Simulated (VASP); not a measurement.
# In (I4/mmm) in VASP: single point with LDA

Aim: the single point of In with LDA.

Everything below comes from runs of VASP 6.6.1. Logs are shortened: lines on timing, memory, paths and dates and some standing lists are left out, and cuts for length are marked.

**1. The cell of the first run**

The structure is tetragonal, space group I4/mmm (No. 139). The conventional cell has a = 3.251 Å, b = 3.251 Å, c = 4.947 Å, α = 90.00°, β = 90.00°, γ = 90.00°. Within 4.3 Å of In (site symmetry 4/mmm) lie 12 In at 3.25 to 3.38 Å.

**2. Single point, LDA**

Input file INCAR:

```
PREC     = Accurate       # precision mode
ENCUT    = 520            # plane-wave cutoff, eV
EDIFF    = 1E-7           # SCF threshold, eV
ISMEAR   = -1             # smearing method
SIGMA    = 0.0272         # smearing width, eV
LREAL    = F              # projectors in reciprocal space
LASPH    = T              # aspherical terms in the spheres
NELM     = 80             # most SCF steps
ALGO     = Normal         # electronic algorithm
ISIF     = 2              # what is computed and relaxed
LWAVE    = F              # write WAVECAR
LCHARG   = F              # write CHGCAR
GGA      = CA             # functional
NBANDS   = 12             # bands
```

Input file KPOINTS:

```
regular mesh
0
Gamma
  12 12 12
```

Input file POSCAR:

```
In
1.0
   -1.6254700000      1.6254700000      2.4737000000
    1.6254700000     -1.6254700000      2.4737000000
    1.6254700000      1.6254700000     -2.4737000000
In
1
Direct
    0.0000000000      0.0000000000      0.0000000000
```

Potentials or basis: VASP PAW LDA potentials, release 64 (In_d).

Started as:

```
$ cat potpaw_LDA.64/In_d/POTCAR > POTCAR
$ mpirun -np 1 vasp_std > vasp.out
```

OUTCAR:

```text
PREC = Accurate
   ENCUT = 520
   EDIFF = 1E-7
   ISMEAR = -1
   LREAL = F
   LASPH = T
   NELM = 80
   ISIF = 2
   GGA = CA

 ion  position               nearest neighbor table
   1  0.000  0.000  0.000-

  LATTYP: Found a body centered tetragonal cell.
 ALAT       =     3.2509400000
 C/A-ratio  =     1.5218367611

  Lattice vectors:

 A1 = (  -1.6254700000,   1.6254700000,   2.4737000000)
 A2 = (   1.6254700000,  -1.6254700000,   2.4737000000)
 A3 = (   1.6254700000,   1.6254700000,  -2.4737000000)

Analysis of symmetry for initial positions (statically):
=====================================================================
 Subroutine PRICEL returns:
 Original cell was already a primitive cell.

 Routine SETGRP: Setting up the symmetry group for a
 body centered tetragonal supercell.

 Subroutine GETGRP returns: Found 16 space group operations
 (whereof 16 operations were pure point group operations)
 out of a pool of 16 trial point group operations.

The static configuration has the point symmetry D_4h.

Analysis of symmetry for dynamics (positions and initial velocities):
=====================================================================
 Subroutine PRICEL returns:
 Original cell was already a primitive cell.

 Routine SETGRP: Setting up the symmetry group for a
 body centered tetragonal supercell.

 Subroutine GETGRP returns: Found 16 space group operations
 (whereof 16 operations were pure point group operations)
 out of a pool of 16 trial point group operations.

The dynamic configuration has the point symmetry D_4h.

 Subroutine INISYM returns: Found 16 space group operations
 (whereof 16 operations are pure point group operations),
 and found     1 'primitive' translations

----------------------------------------------------------------------------------------

                                     Primitive cell

  volume of cell :      26.1436

  direct lattice vectors                    reciprocal lattice vectors
    -1.625470000  1.625470000  2.473700000     0.000000000  0.307603339  0.202126369
     1.625470000 -1.625470000  2.473700000     0.307603339  0.000000000  0.202126369
     1.625470000  1.625470000 -2.473700000     0.307603339  0.307603339  0.000000000

  length of vectors
[... 82 lines left out ...]
   EDIFFG = 0.1E-05   stopping-criterion for IOM
   NSW    =      0    number of steps for IOM
   IBRION =     -1    ionic relax: 0-MD 1-quasi-New 2-CG
   NFREE  =      0    steps in history (QN), initial steepest desc. (CG)
   ISIF   =      2    stress and relaxation
   ISYM   =      2    0-nonsym 1-usesym 2-fastsym
   POTIM  = 0.5000    time-step for ionic-motion
   TEBEG  =    0.0;   TEEND  =   0.0 temperature during run
   PSTRESS=    0.0 pullay stress
   NELECT =      13.0000    total number of electrons
   NUPDOWN=      -1.0000    fix difference up-down
   EMIN   =  10.00;   EMAX   =-10.00  energy-range for DOS
   EFERMI =   0.00;   METHOD = LEGACY
   ISMEAR =    -1;   SIGMA  =   0.03  broadening in eV -4-tet -1-fermi 0-gaus
   EFERMI_NEDOS =   21; number of points for ismear=-14 and -15
   IALGO  =     38    algorithm
   IMIX   =      4    mixing-type and parameters
     AMIX     =   0.40;   BMIX     =  1.00
     AMIX_MAG =   1.60;   BMIX_MAG =  1.00
  volume/ion in A,a.u.               =      26.14       176.43
  Fermi-wavevector in a.u.,A,eV,Ry     =   1.296983  2.450943 22.887245  1.682165
  Thomas-Fermi vector in A             =   2.428405
   LORBIT       =      0    0 simple, 1 ext, 2 COOP (PROOUT), +10 PAW based schemes
   GGA     = CA    functional components
   LHFCALC =     F    Hartree Fock is set to
   AEXX    =    0.0000 exact exchange contribution
   IVDW    =     0    specifies the selected vdW correction
   LEPSILON=     F    determine dielectric tensor
   LRPA    =     F    only Hartree local field effects (RPA)
 non-spin polarized calculation
  energy-cutoff  :      520.00
  volume of cell :       26.14
 maximum number of plane-waves:       720
 NGX is ok and might be reduce to    28
   NGX = 13   NGY = 13   NGZ = 13

 number of electron      13.0000006 magnetization

 Free energy of the ion-electron system (eV)
  ---------------------------------------------------
  ext. energy  EPLUGINS =         0.00000000
  ---------------------------------------------------
  free energy    TOTEN  =        -3.20514006 eV

  energy without entropy =       -3.20422522  energy(sigma->0) =       -3.20468264

 E-fermi :   7.1943     XC(G=0): -10.5296

 val. band max:        7.1936982072   @ k =   0.3333   0.0833  -0.0000
 cond. band min:       7.2968669576   @ k =  -0.4167   0.4167   0.3333
 fundamental gap:      0.1031687504
 Fermi energy:         7.1942621290

 k-point     1 :       0.0000    0.0000    0.0000
  band No.  band energies     occupation
      1      -7.3970      2.00000
      2      -7.2882      2.00000
      3      -7.2882      2.00000
      4      -7.2050      2.00000
      5      -7.1003      2.00000
      6      -2.3436      2.00000
      7      17.6515      0.00000
      8      17.6515      0.00000
      9      17.8131      0.00000
     10      18.9142      0.00000
     11      21.2409      0.00000
     12      21.3728      0.00000
[... 331 lines left out ...]
 k-point    24 :      -0.4167    0.1667    0.0000
  band No.  band energies     occupation
      1      -7.3844      2.00000
      2      -7.2861      2.00000
      3      -7.2328      2.00000
      4      -7.1209      2.00000
      5      -6.9930      2.00000
      6       1.2275      2.00000
      7       7.3465      0.00739
      8      13.1832      0.00000
      9      13.8192      0.00000
     10      16.2772      0.00000
     11      21.0113      0.00000
     12      21.8629      0.00000

 [... further k-points ...]

------------------------ aborting loop because EDIFF is reached ----------------------------------------

  FORCE on cell =-STRESS in cart. coord.  units (eV):
  Direction    XX          YY          ZZ          XY          YZ          ZX
  --------------------------------------------------------------------------------------
  -------------------------------------------------------------------------------------
  Total       -0.4473112     -0.4473112     -0.3444370      0.0000000     -0.0000000      0.0000000
  in kB      -27.4129281    -27.4129281    -21.1084053      0.0000000     -0.0000000      0.0000000
  external PRESSURE =     -25.3114205 kB  Pullay stress =       0.0000000 kB

 VOLUME and BASIS-vectors are now :
 -----------------------------------------------------------------------------
  energy-cutoff  :      520.00
  volume of cell :       26.14
      direct lattice vectors                 reciprocal lattice vectors
    -1.625470000  1.625470000  2.473700000     0.000000000  0.307603339  0.202126369
     1.625470000 -1.625470000  2.473700000     0.307603339  0.000000000  0.202126369
     1.625470000  1.625470000 -2.473700000     0.307603339  0.307603339  0.000000000

 POSITION                                       TOTAL-FORCE (eV/Angst)
 -----------------------------------------------------------------------------------
      0.00000      0.00000      0.00000         0.000000     -0.000000      0.000000
 -----------------------------------------------------------------------------------
    total drift:                               -0.000000     -0.000000     -0.000000

  FREE ENERGIE OF THE ION-ELECTRON SYSTEM (eV)
  ---------------------------------------------------
  free  energy   TOTEN  =        -3.2051400583 eV

  energy  without entropy=       -3.2042252173  energy(sigma->0) =       -3.20468264
```

OSZICAR:

```text
N       E                     dE             d eps       ncg     rms          rms(c)
DAV:   1     0.791937832571E+02    0.79194E+02   -0.62524E+03  3972   0.137E+03
DAV:   2     0.712455123257E+00   -0.78481E+02   -0.76328E+02  4136   0.295E+02
DAV:   3    -0.314568954469E+01   -0.38581E+01   -0.38459E+01  4712   0.654E+01
DAV:   4    -0.323509661497E+01   -0.89407E-01   -0.89381E-01  4920   0.100E+01
DAV:   5    -0.323911965733E+01   -0.40230E-02   -0.40229E-02  5476   0.187E+00    0.239E+00
DAV:   6    -0.321197725981E+01    0.27142E-01   -0.39828E-02  4924   0.405E+00    0.117E+00
DAV:   7    -0.320578067197E+01    0.61966E-02   -0.11237E-02  5624   0.191E+00    0.249E-01
DAV:   8    -0.320514221652E+01    0.63846E-03   -0.75436E-04  4812   0.510E-01    0.184E-02
DAV:   9    -0.320513984382E+01    0.23727E-05   -0.12920E-05  5836   0.465E-02    0.159E-02
DAV:  10    -0.320514005658E+01   -0.21276E-06   -0.55586E-07  4484   0.824E-03    0.428E-04
DAV:  11    -0.320514005832E+01   -0.17374E-08   -0.20816E-08  3220   0.231E-03
   1 F= -.32051401E+01 E0= -.32046826E+01  d E =-.914841E-03
```

stdout:

```text
POSCAR found type information on POSCAR In
 POSCAR found :  1 types and       1 ions
 scaLAPACK will be used
 LDA part: xc-table for (Slater(with rela. corr.)+CA(PZ))
 , standard interpolation
 POSCAR, INCAR and KPOINTS ok, starting setup
 FFT: planning ... GRIDC
 FFT: planning ... GRID_SOFT
 FFT: planning ... GRID
 WAVECAR not read
 entering main loop
```

It took 44 s on 1 thread of Intel Xeon 6975P-C, shared host; peak memory 0.17 GiB.

Results:

| Property | Result |
| --- | --- |
| Free energy | -3.2051 eV |
| Pressure | -2.5 GPa |

Caveat: spin-orbit coupling is left out, which moves the levels of the heavy elements.
